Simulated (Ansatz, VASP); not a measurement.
# Two plane-wave programs on TiC

INCAR

```
PREC = Accurate
ENCUT = 600
EDIFF = 1E-6
ISMEAR = 0
SIGMA = 0.1
LREAL = F
LASPH = T
NELM = 120
ALGO = Normal
ISIF = 2
LWAVE = F
LCHARG = T
GGA = CA
LELF = T
LVHAR = T
NBANDS = 15
GGA_COMPAT = F
```

The input KPOINTS:

```
Automatic mesh
0
Gamma
  16 16 16
```

The input POSCAR:

```
TiC
1.0
    0.0000000000      2.1924748012      2.1924748012
    2.1924748012      0.0000000000      2.1924748012
    2.1924748012      2.1924748012      0.0000000000
Ti C
1 1
Direct
    0.0000000000      0.0000000000      0.0000000000
    0.5000000000      0.5000000000      0.5000000000
```

Input for Ansatz:

```yaml
crystal:
  lattice:
    - [0.0, 2.1924748012, 2.1924748012]
    - [2.1924748012, 0.0, 2.1924748012]
    - [2.1924748012, 2.1924748012, 0.0]
  atoms:
    - { symbol: Ti, position: [0.0, 0.0, 0.0] }
    - { symbol: C, position: [0.5, 0.5, 0.5] }
basis:
  ecutwfc: 420
kpoints:
  mp_grid: { grid: [16, 16, 16] }
hamiltonian:
  xc: lda
  pseudopotentials: { kind: paw, azcp: { folder: soft_1 } }
scf:
  occupations: { method: gaussian, width: 0.1 }
output:
  forces: true
  stress: true
  eigenvalues: true
```

Alike in both runs: task single point; functional LDA; k mesh 16 × 16 × 16; occupations gaussian, width 0.1 eV; no spin polarisation.

|  | VASP | Ansatz |
| --- | --- | --- |
| version | VASP 6.6.1 | Ansatz 0.2.0 |
| potentials or method | VASP PAW LDA potentials, release 64 (Ti_sv, C), cutoff 600 eV | scalar-relativistic, plane waves, PAW |
| valence electrons in the cell | 16 | 16 |

```csv
,VASP,Ansatz,Ansatz less VASP
gap on the k mesh at the Fermi level (eV),none,none,-
pressure (GPa),-20.1,-20.4,-0.39
```

Ansatz warns that its potentials were made for another functional, while VASP's fit it. LDA's correlation is that of Perdew and Zunger in VASP and of Perdew and Wang (1992) in Ansatz. A gap of «none» marks a metal or a gap that the smearing closes.
